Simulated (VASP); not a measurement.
# AlNi (C2/m) in VASP: single point with PBE

Aim: the single point of AlNi with PBE.

All numbers are computed with VASP 6.6.1; they aren't measurements. Logs are shortened: lines on timing, memory, paths and dates and some standing lists are left out, and cuts for length are marked.

## 1. The cell of the first run

The typed cell holds 2 atoms: a = 2.730 Å, b = 2.730 Å, c = 4.209 Å, α = 108.89°, β = 108.89°, γ = 60.03°.

## 2. Single point, PBE

Input file INCAR:

```
SYSTEM = AlNi
PREC = Accurate ; ENCUT = 600
EDIFF = 1E-6 ; ISMEAR = 0
SIGMA = 0.1 ; LREAL = .False.
LASPH = .True. ; NELM = 120
ALGO = Normal ; ISIF = 2
LWAVE = .False. ; LCHARG = .False.
GGA = PE ; NBANDS = 14
GGA_COMPAT = .False.
```

Input file KPOINTS:

```
regular mesh
0
Gamma
  24 24 14
  0 0 0
```

Input file POSCAR:

```
AlNi
1.0
    2.3636042669     -1.3658132681     -0.0539521102
    2.3636042669      1.3658132681     -0.0539521102
   -1.4845572988      0.0000000000      3.9383335421
Al Ni
1 1
Direct
    0.0000000000      0.0000000000      0.0000000000
    0.5000000000      0.5000000000      0.5000000000
```

Potentials or basis: VASP PAW PBE potentials, release 64 (Al, Ni).

Launch:

```console
> cat potpaw_PBE.64/Al/POTCAR potpaw_PBE.64/Ni/POTCAR > POTCAR
> mpirun -np 1 vasp_std > vasp.out
```

OUTCAR:

```text
SYSTEM = AlNi
   PREC = Accurate
   ENCUT = 600
   EDIFF = 1E-6
   ISMEAR = 0
   LREAL = .False.
   LASPH = .True.
   NELM = 120
   ISIF = 2
   GGA = PE

 ion  position               nearest neighbor table
   1  0.000  0.000  0.000-   2 2.51   2 2.51   2 2.51   2 2.51   2 2.51   2 2.51
   2  0.500  0.500  0.500-   1 2.51   1 2.51   1 2.51   1 2.51   1 2.51   1 2.51

  LATTYP: Found a base centered monoclinic cell.
 ALAT       =     4.7284398952
 B/A-ratio  =     0.5777014400
 C/A-ratio  =     0.8901129578
 COS(beta)  =    -0.3739848470

  Lattice vectors:

 A1 = (   2.3636042669,  -1.3658132681,  -0.0539521102)
 A2 = (   2.3636042669,   1.3658132681,  -0.0539521102)
 A3 = (  -1.4845572988,   0.0000000000,   3.9383335421)

Analysis of symmetry for initial positions (statically):
=====================================================================
 Subroutine PRICEL returns:
 Original cell was already a primitive cell.

 Routine SETGRP: Setting up the symmetry group for a
 base centered monoclinic supercell.

 Subroutine GETGRP returns: Found  4 space group operations
 (whereof  4 operations were pure point group operations)
 out of a pool of  4 trial point group operations.

The static configuration has the point symmetry C_2h.

Analysis of symmetry for dynamics (positions and initial velocities):
=====================================================================
 Subroutine PRICEL returns:
 Original cell was already a primitive cell.

 Routine SETGRP: Setting up the symmetry group for a
 base centered monoclinic supercell.

 Subroutine GETGRP returns: Found  4 space group operations
 (whereof  4 operations were pure point group operations)
 out of a pool of  4 trial point group operations.

The dynamic configuration has the point symmetry C_2h.

 Subroutine INISYM returns: Found  4 space group operations
 (whereof  4 operations are pure point group operations),
 and found     1 'primitive' translations

----------------------------------------------------------------------------------------

                                     Primitive cell

  volume of cell :      25.2090

  direct lattice vectors                    reciprocal lattice vectors
     2.363604267 -1.365813268 -0.053952110     0.213377307 -0.366082254  0.080432710
     2.363604267  1.365813268 -0.053952110     0.213377307  0.366082254  0.080432710
    -1.484557299  0.000000000  3.938333542     0.005846207  0.000000000  0.256118233

  length of vectors
     2.730381263  2.730381263  4.208845621     0.431295158  0.431295158  0.256184948

  position of ions in fractional coordinates (direct lattice)
     0.000000000  0.000000000  0.000000000
     0.500000000  0.500000000  0.500000000

  ion indices of the primitive-cell ions
   primitive index   ion index
                 1           1
                 2           2

----------------------------------------------------------------------------------------

 KPOINTS: regular mesh

Automatic generation of k-mesh.
 Grid dimensions read from file:
 generate k-points for:   24   24   14

 Generating k-lattice:

  Cartesian coordinates                     Fractional coordinates (reciprocal lattice)
     0.008890721 -0.015253427  0.003351363     0.041666667 -0.000000000  0.000000000
     0.008890721  0.015253427  0.003351363    -0.000000000  0.041666667  0.000000000
     0.000417586  0.000000000  0.018294160     0.000000000  0.000000000  0.071428571

  Length of vectors
     0.017970632  0.017970632  0.018298925

  Shift w.r.t. Gamma in fractional coordinates (k-lattice)
     0.000000000  0.000000000  0.000000000

 Subroutine IBZKPT returns following result:
 ===========================================

 Found   2114 irreducible k-points:

 Following reciprocal coordinates:
            Coordinates               Weight
  0.000000  0.000000  0.000000      1.000000
  0.041667 -0.000000  0.000000      4.000000
  0.083333 -0.000000  0.000000      4.000000
  0.125000 -0.000000  0.000000      4.000000
  0.166667 -0.000000  0.000000      4.000000
  0.208333 -0.000000  0.000000      4.000000
[... 16 lines left out ...]
  0.416667  0.041667  0.000000      4.000000
  0.458333  0.041667  0.000000      4.000000
 [... further k-points ...]
   k-points           NKPTS =   2114   k-points in BZ     NKDIM =   2114   number of bands    NBANDS=     14
   number of dos      NEDOS =    301   number of ions     NIONS =      2
   total plane-waves  NPLWV =  20736
   dimension x,y,z NGX =    24 NGY =   24 NGZ =   36
   dimension x,y,z NGXF=    48 NGYF=   48 NGZF=   72
   ions per type =               1   1
   NGX,Y,Z   is equivalent  to a cutoff of  14.61, 14.61, 14.22 a.u.
   NGXF,Y,Z  is equivalent  to a cutoff of  29.23, 29.23, 28.44 a.u.
 SYSTEM =  AlNi
   PREC   = accura    normal or accurate (medium, high low for compatibility)
   ISTART =      0    job   : 0-new  1-cont  2-samecut
   ICHARG =      2    charge: 1-file 2-atom 10-const
   ISPIN  =      1    spin polarized calculation?
   LNONCOLLINEAR =      F non collinear calculations
   LSORBIT =      F    spin-orbit coupling
   LASPH  =      T    aspherical Exc in radial PAW
   ENCUT  =  600.0 eV  44.10 Ry    6.64 a.u.   5.45  5.45  8.41*2*pi/ulx,y,z
   NELM   =    120;   NELMIN=  2; NELMDL= -5     # of ELM steps
   EDIFF  = 0.1E-05   stopping-criterion for ELM
   LREAL  =      F    real-space projection
   EDIFFG = 0.1E-04   stopping-criterion for IOM
   NSW    =      0    number of steps for IOM
   IBRION =     -1    ionic relax: 0-MD 1-quasi-New 2-CG
   NFREE  =      0    steps in history (QN), initial steepest desc. (CG)
   ISIF   =      2    stress and relaxation
   ISYM   =      2    0-nonsym 1-usesym 2-fastsym
   POTIM  = 0.5000    time-step for ionic-motion
   TEBEG  =    0.0;   TEEND  =   0.0 temperature during run
   PSTRESS=    0.0 pullay stress
   NELECT =      13.0000    total number of electrons
   NUPDOWN=      -1.0000    fix difference up-down
   EMIN   =  10.00;   EMAX   =-10.00  energy-range for DOS
   EFERMI =   0.00;   METHOD = LEGACY
   ISMEAR =     0;   SIGMA  =   0.10  broadening in eV -4-tet -1-fermi 0-gaus
   EFERMI_NEDOS =   21; number of points for ismear=-14 and -15
   IALGO  =     38    algorithm
   IMIX   =      4    mixing-type and parameters
     AMIX     =   0.40;   BMIX     =  1.00
     AMIX_MAG =   1.60;   BMIX_MAG =  1.00
  volume/ion in A,a.u.               =      12.60        85.06
  Fermi-wavevector in a.u.,A,eV,Ry     =   1.312817  2.480864 23.449473  1.723488
  Thomas-Fermi vector in A             =   2.443183
   LORBIT       =      0    0 simple, 1 ext, 2 COOP (PROOUT), +10 PAW based schemes
   GGA     = PE    functional components
   LHFCALC =     F    Hartree Fock is set to
   AEXX    =    0.0000 exact exchange contribution
   IVDW    =     0    specifies the selected vdW correction
   LEPSILON=     F    determine dielectric tensor
   LRPA    =     F    only Hartree local field effects (RPA)
 non-spin polarized calculation
 Gauss-broadening in eV      SIGMA  =   0.10
  energy-cutoff  :      600.00
  volume of cell :       25.21
 maximum number of plane-waves:       868
 NGX is ok and might be reduce to    24
   NGX = 11   NGY = 11   NGZ = 17

 number of electron      13.0000006 magnetization

 Free energy of the ion-electron system (eV)
  ---------------------------------------------------
  ext. energy  EPLUGINS =         0.00000000
  ---------------------------------------------------
  free energy    TOTEN  =       -10.05402987 eV

  energy without entropy =      -10.05037842  energy(sigma->0) =      -10.05220414

 E-fermi :   9.1737     XC(G=0): -11.7931

 val. band max:        9.1727232450   @ k =   0.4167   0.2500   0.5000
 cond. band min:       9.1779374989   @ k =  -0.0833   0.5000   0.2143
 fundamental gap:      0.0052142539
 Fermi energy:         9.1737280153

 k-point     1 :       0.0000    0.0000    0.0000
  band No.  band energies     occupation
      1      -1.5889      2.00000
      2       5.6353      2.00000
      3       7.4859      2.00000
      4       7.5220      2.00000
      5       7.5257      2.00000
      6       7.8929      2.00000
      7       7.8945      2.00000
      8      11.8378      0.00000
      9      23.5025      0.00000
     10      23.5223      0.00000
     11      23.6968      0.00000
     12      23.7151      0.00000
     13      26.2873      0.00000
     14      28.4636      0.00000

 k-point     2 :       0.0417   -0.0000    0.0000
  band No.  band energies     occupation
      1      -1.5405      2.00000
      2       5.6576      2.00000
      3       7.3167      2.00000
      4       7.5281      2.00000
      5       7.5424      2.00000
      6       7.8888      2.00000
      7       8.0718      2.00000
      8      11.8704      0.00000
      9      22.3132      0.00000
     10      22.8214      0.00000
     11      24.0218      0.00000
     12      24.4829      0.00000
     13      26.6973      0.00000
     14      27.5255      0.00000

 k-point     3 :       0.0833   -0.0000    0.0000
  band No.  band energies     occupation
      1      -1.3955      2.00000
      2       5.7217      2.00000
      3       7.0839      2.00000
      4       7.4862      2.00000
      5       7.5934      2.00000
      6       7.8736      2.00000
      7       8.3907      2.00000
      8      11.9706      0.00000
      9      20.7319      0.00000
     10      22.1185      0.00000
     11      23.7267      0.00000
     12      25.3919      0.00000
     13      25.6689      0.00000
     14      27.0925      0.00000
[... 324 lines left out ...]
 k-point    23 :       0.4167    0.0417    0.0000
  band No.  band energies     occupation
      1       2.5638      2.00000
      2       5.8296      2.00000
      3       6.4676      2.00000
      4       6.8995      2.00000
      5       7.5571      2.00000
      6       8.6009      2.00000
      7      10.2760      0.00000
      8      10.8964      0.00000
      9      16.1715      0.00000
     10      16.4263      0.00000
     11      18.7414      0.00000
     12      20.7557      0.00000
     13      21.2868      0.00000
     14      23.6436      0.00000

 k-point    24 :       0.4583    0.0417    0.0000
  band No.  band energies     occupation
      1       3.3184      2.00000
      2       5.8130      2.00000
      3       6.0605      2.00000
      4       6.8227      2.00000
      5       7.5334      2.00000
      6       8.6856      2.00000
      7       9.8066      0.00000
      8      11.3246      0.00000
      9      15.3913      0.00000
     10      16.8708      0.00000
     11      18.8333      0.00000
     12      20.4918      0.00000
     13      21.1668      0.00000
     14      22.5050      0.00000

 [... further k-points ...]

------------------------ aborting loop because EDIFF is reached ----------------------------------------

  FORCE on cell =-STRESS in cart. coord.  units (eV):
  Direction    XX          YY          ZZ          XY          YZ          ZX
  --------------------------------------------------------------------------------------
  -------------------------------------------------------------------------------------
  Total        0.0022118      0.0016843     -0.0264172      0.0000000      0.0000000     -0.0001855
  in kB        0.1405712      0.1070498     -1.6789674      0.0000000      0.0000000     -0.0117874
  external PRESSURE =      -0.4771155 kB  Pullay stress =       0.0000000 kB

 VOLUME and BASIS-vectors are now :
 -----------------------------------------------------------------------------
  energy-cutoff  :      600.00
  volume of cell :       25.21
      direct lattice vectors                 reciprocal lattice vectors
     2.363604267 -1.365813268 -0.053952110     0.213377307 -0.366082254  0.080432710
     2.363604267  1.365813268 -0.053952110     0.213377307  0.366082254  0.080432710
    -1.484557299  0.000000000  3.938333542     0.005846207  0.000000000  0.256118233

 POSITION                                       TOTAL-FORCE (eV/Angst)
 -----------------------------------------------------------------------------------
      0.00000      0.00000      0.00000         0.000000      0.000000      0.000000
      1.62133      0.00000      1.91521         0.000000      0.000000      0.000000
 -----------------------------------------------------------------------------------
    total drift:                                0.000000      0.000000     -0.000000

  FREE ENERGIE OF THE ION-ELECTRON SYSTEM (eV)
  ---------------------------------------------------
  free  energy   TOTEN  =       -10.0540298719 eV

  energy  without entropy=      -10.0503784155  energy(sigma->0) =      -10.05220414
```

It took 8.1 min on 1 thread of AMD EPYC 9R45 (Zen 5), shared host; peak memory 0.95 GiB.

Results:

```yaml
Free_energy: -10.0540 eV
Pressure: 0.0 GPa
Band_gap_on_the_k_mesh: zero (an odd number of electrons rules out a gap without spin polarisation)
```

Spin polarisation is off, so any magnetic state and its effect on volume and gap are missing.
